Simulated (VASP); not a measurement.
A run of VASP 6.6.1:

Contents of INCAR:

```
PREC = Accurate ; ENCUT = 520
EDIFF = 1E-6 ; ISMEAR = -1
SIGMA = 0.1844 ; LREAL = Auto
LASPH = T ; NELM = 100
ALGO = Normal ; ISIF = 2
LWAVE = F ; LCHARG = F
GGA = PE ; ISYM = 0
NBANDS = 58
```

File KPOINTS:

```
Automatic mesh
0
Gamma
  1 1 1
  0.25 0.25 0.25
```

The input POSCAR:

```
Be3Ag
1.0
    5.9946500000      0.0085350000     -0.1640780000
    0.0085350000      5.8394660000      0.0032650000
   -0.1640780000      0.0032650000      6.0504030000
Be Ag
15 5
Direct
    0.6063530771      0.6066794090      0.7653889157
    0.7518232357      0.2747024302      0.6973009483
    0.4194603750      0.9145241975      0.5702751202
    0.3036456270      0.6445336041      0.2687036161
    0.7239331881      0.2710023195      0.0641346844
    0.9704279857      0.4166738952      0.4429870940
    0.0045108750      0.5479410694      0.7645497511
    0.3167758754      0.5046134536      0.5927143017
    0.5726276831      0.9049287557      0.1751673422
    0.9972320700      0.0807401168      0.0512886872
    0.1870107003      0.0579573796      0.3291627204
    0.2223381865      0.1909041088      0.6683892797
    0.6496466214      0.6638965986      0.4262331114
    0.0406672779      0.7920218054      0.4540584577
    0.8546049476      1.0644501738      0.3939811019
    0.3441446891      0.3723817423     -0.0348539187
    0.7998773526      0.9033060736      0.7552657206
    0.2760447957      0.8258641337      0.9085537660
    0.8799697244      0.6066044847      0.0931683573
    0.5424935801      0.2510659851      0.3771924831
```

Potentials or basis: VASP PAW PBE potentials, release 64 (Be, Ag).

Launch:

```sh
$ cat potpaw_PBE.64/Be/POTCAR potpaw_PBE.64/Ag/POTCAR > POTCAR
$ mpirun -np 1 vasp_std > vasp.out
```

Hardware: 1 thread of AMD EPYC 9R45 96-Core Processor (Zen 5) (shared host).

Q: Estimate the wall time of this run.

A: Run time: 21 s on 1 thread of AMD EPYC 9R45 96-Core Processor (Zen 5), with other jobs on the host, peak memory 0.28 GiB. Counts: scf iterations 14, k points 1.
